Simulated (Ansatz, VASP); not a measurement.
# Two plane-wave programs on MgO

File INCAR:

```
ALGO     = Normal         # electronic algorithm
EDIFF    = 1E-6           # SCF threshold, eV
ENCUT    = 600            # plane-wave cutoff, eV
GGA      = PE             # functional
GGA_COMPAT= F            
ISIF     = 2              # what is computed and relaxed
ISMEAR   = 1              # smearing method
LASPH    = T              # aspherical terms in the spheres
LCHARG   = F              # write CHGCAR
LREAL    = F              # projectors in reciprocal space
LWAVE    = F              # write WAVECAR
NBANDS   = 11             # bands
NELM     = 120            # most SCF steps
PREC     = Accurate       # precision mode
SIGMA    = 0.05           # smearing width, eV
```

Contents of KPOINTS:

```
k-points
0
Gamma
  9 9 9
```

Contents of POSCAR:

```
MgO
1.0
    0.0000000000      2.1130000000      2.1130000000
    2.1130000000      0.0000000000      2.1130000000
    2.1130000000      2.1130000000      0.0000000000
Mg O
1 1
Direct
    0.0000000000      0.0000000000      0.0000000000
    0.5000000000      0.5000000000      0.5000000000
```

Input for Ansatz:

```yaml
crystal:
  lattice:
    - [0.0, 2.113, 2.113]
    - [2.113, 0.0, 2.113]
    - [2.113, 2.113, 0.0]
  atoms:
    - { symbol: Mg, position: [0.0, 0.0, 0.0] }
    - { symbol: O, position: [0.5, 0.5, 0.5] }
hamiltonian:
  xc: pbe
  pseudopotentials: { kind: paw }
basis:
  ecutwfc: 420
kpoints:
  mp_grid: { grid: [9, 9, 9] }
scf:
  occupations: { method: methfessel_paxton, width: 0.05 }
  lower_state_search: "off"
  max_iter: 80
output:
  forces: true
  stress: true
```

Alike in both runs: task single point; functional PBE; k mesh 9 × 9 × 9; occupations methfessel-paxton of order 1, width 0.05 eV; no spin polarisation.

|  | VASP | Ansatz |
| --- | --- | --- |
| version | VASP 6.6.1 | Ansatz 0.2.0 |
| potentials or method | VASP PAW PBE potentials, release 64 (Mg, O), cutoff 600 eV | PAW, plane waves, scalar-relativistic |
| valence electrons in the cell | 8 | 16 |

VASP gave:

```
pressure (GPa) : 2.1
```

Question: Which values does Ansatz return?

Answer: Pressure (GPa): 3.0.

The functional is the same, so the differences come from potentials, cutoffs and numerics. VASP's potentials hold 8 valence electrons a cell and Ansatz's 16, so a difference there can come from the potentials and not from the codes.
